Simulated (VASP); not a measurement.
SiC:

```xyz
4
Lattice="3.0344 0.0000 0.0000 -1.5172 2.6279 0.0000 0.0000 0.0000 4.9798" Properties=species:S:1:pos:R:3 pbc="T T T"
Si    1.5172    0.8760    2.4899
Si    0.0000    1.7519    0.0000
C     1.5172    0.8760    4.4071
C     0.0000    1.7519    1.9172
```

Base run:

| Property | Result |
| --- | --- |
| Program | VASP 6.6.1 |
| Functional | SVWN5 |
| Potentials or basis | VASP PAW PBE potentials, release 64 (Si, C_h) |
| Cutoff | 910 eV |
| k mesh | 10 × 10 × 5 |
| Occupations | fermi-dirac, width 0.05 eV |
| Spin | no spin polarisation |

Its results: band gap on the k mesh 2.30 eV (least direct gap 4.08 eV); pressure 6.6 GPa; largest force 0.810 eV/Å.

Question: The run is repeated on the same cell with these changes: functional from SVWN5 to b88 exchange, pbe correlation; potentials or basis from VASP PAW PBE potentials, release 64 (Si, C_h) to VASP PAW PBE potentials, release 64 (Si, C); cutoff from 910 eV to 600 eV. What comes out?

Answer: Band gap on the k mesh 2.42 eV (least direct gap 4.17 eV); pressure 13.7 GPa; largest force 0.820 eV/Å.

Caveats: the cell stands under pressure; the PAW data sets were made with another functional, which shifts forces and pressure a little; an odd mesh through Γ misses points on the zone boundary, where band edges can lie; the cutoff is under 1.25 times the usual one of these potentials, so pressure, stress and relaxed cells hold a basis-set (Pulay) error (at least some runs).
